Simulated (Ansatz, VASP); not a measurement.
## One calculation of BeSe, two programs

```xyz
2
Lattice="0.0000 2.5597 2.5597 2.5597 0.0000 2.5597 2.5597 2.5597 0.0000" Properties=species:S:1:pos:R:3 pbc="T T T"
Be    0.0000    0.0000    0.0000
Se    3.8395    3.8395    3.8395
```

Alike in both runs: task single point; functional PBEsol; k mesh 10 × 10 × 10; occupations gaussian, width 0.02 eV; no spin polarisation.

|  | VASP | Ansatz |
| --- | --- | --- |
| version | VASP 6.6.1 | Ansatz 0.2.0 |
| potentials or method | VASP PAW PBE potentials, release 64 (Be, Se), cutoff 600 eV | scalar-relativistic, plane waves, PAW |
| valence electrons in the cell | 8 | 18 |

Ansatz gave:

- gap on the k mesh at the Fermi level (eV): 2.45
- least direct gap on the mesh (eV): 4.33
- pressure (GPa): 0.4

Task: What did VASP give for the same quantities?

Result: gap on the k mesh at the Fermi level (eV): 2.44; least direct gap on the mesh (eV): 4.33; pressure (GPa): 0.8.

VASP's potentials were made for PBE, not for PBEsol. VASP's potentials hold 8 valence electrons a cell and Ansatz's 18, so a difference there can come from the potentials and not from the codes.
